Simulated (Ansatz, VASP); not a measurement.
**One calculation of CaO, two programs**

The input INCAR:

```
PREC = Accurate
ENCUT = 520
EDIFF = 1E-6
ISMEAR = 0
SIGMA = 0.05
LREAL = F
LASPH = T
NELM = 100
ALGO = Normal
ISIF = 2
LWAVE = F
LCHARG = F
GGA = PS
NBANDS = 24
```

KPOINTS

```
Automatic mesh
0
Gamma
  12 12 12
```

File POSCAR:

```
CaO
1.0
   -1.6676340000      1.6676340000      7.2364682000
    1.6676340000     -1.6676340000      7.2364682000
    1.6676340000      1.6676340000     -7.2364682000
Ca O
2 2
Direct
    0.3204030000      0.3204030000      0.0000000000
    0.6795970000      0.6795970000      0.0000000000
    0.1818140000      0.1818140000      0.0000000000
    0.8181860000      0.8181860000      0.0000000000
```

Input for Ansatz:

```yaml
crystal:
  lattice:
    - [-1.667634, 1.667634, 7.2364682]
    - [1.667634, -1.667634, 7.2364682]
    - [1.667634, 1.667634, -7.2364682]
  atoms:
    - { symbol: Ca, position: [0.320403, 0.320403, 0.0] }
    - { symbol: Ca, position: [0.679597, 0.679597, 0.0] }
    - { symbol: O, position: [0.181814, 0.181814, 0.0] }
    - { symbol: O, position: [0.818186, 0.818186, 0.0] }
basis:
  ecutwfc: 420
kpoints:
  mp_grid: { grid: [12, 12, 12] }
hamiltonian:
  xc: pbesol
scf:
  occupations: { method: gaussian, width: 0.05 }
output:
  forces: true
  stress: true
  eigenvalues: true
```

Change from the starting cell: strain -0.1500 x Voigt [0, 0, 1, 0, 0, 0], atoms carried along.

Alike in both runs: task single point; functional PBEsol; k mesh 12 × 12 × 12; occupations gaussian, width 0.05 eV; no spin polarisation.

|  | VASP | Ansatz |
| --- | --- | --- |
| version | VASP 6.6.1 | Ansatz 0.2.0 |
| potentials or method | VASP PAW PBE potentials, release 64 (Ca_sv, O), cutoff 520 eV | scalar-relativistic, plane waves, PAW |
| valence electrons in the cell | 32 | 32 |

```csv
,VASP,Ansatz,Ansatz less VASP
gap on the k mesh at the Fermi level (eV),2.73,2.74,+0.007
least direct gap on the mesh (eV),2.73,2.74,+0.006
pressure (GPa),7.3,6.7,-0.60
"traceless stress, the component that is largest in VASP (GPa)",11.97,11.76,-0.203
rms of the force components (eV/Å),1.417,1.350,-0.0674
```

VASP's potentials were made for PBE, not for PBEsol. Atom by atom the forces differ by 0.068 eV/Å (rms over components).
